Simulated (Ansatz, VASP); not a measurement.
One calculation of Si, two programs

```
Si
1.0
     3.86771    0.00000    0.00000
     0.00000   11.60312    0.00000
     0.00000    0.00000   30.58390
Si
18
Direct
  0.00000 0.12578 0.24413
  0.00000 0.47285 0.24588
  0.00000 0.80072 0.24463
  0.00000 0.96275 0.29200
  0.00000 0.29775 0.28617
  0.00000 0.63919 0.29204
  0.50000 0.96122 0.33719
  0.50000 0.29852 0.33049
  0.50000 0.64061 0.33713
  0.50000 0.80110 0.38648
  0.50000 0.13531 0.37641
  0.50000 0.46433 0.37462
  0.00000 0.80076 0.43455
  0.00000 0.13232 0.42175
  0.00000 0.46374 0.41934
  0.00000 0.61744 0.46648
  0.00000 0.98028 0.46975
  0.00000 0.30025 0.46218
```

Alike in both runs: task single point; functional PBE; k mesh 7 × 3 × 1; occupations gaussian, width 0.05 eV; no spin polarisation.

```csv
,VASP,Ansatz
version,VASP 6.6.1,Ansatz 0.2.0
potentials or method,"VASP PAW PBE potentials, release 64 (Si), cutoff 520 eV","scalar-relativistic, plane waves, PAW"
valence electrons in the cell,72,72
```

```csv
,VASP,Ansatz,Ansatz less VASP
gap on the k mesh at the Fermi level (eV),none,none,-
rms of the force components (eV/Å),0.248,0.249,+0.0006
```

Atom by atom the forces differ by 0.002 eV/Å (rms over components). A gap of «none» marks a metal or a gap that the smearing closes. The functional is the same, so the differences come from potentials, cutoffs and numerics. Ansatz's warnings: xc potential rough in thin density.
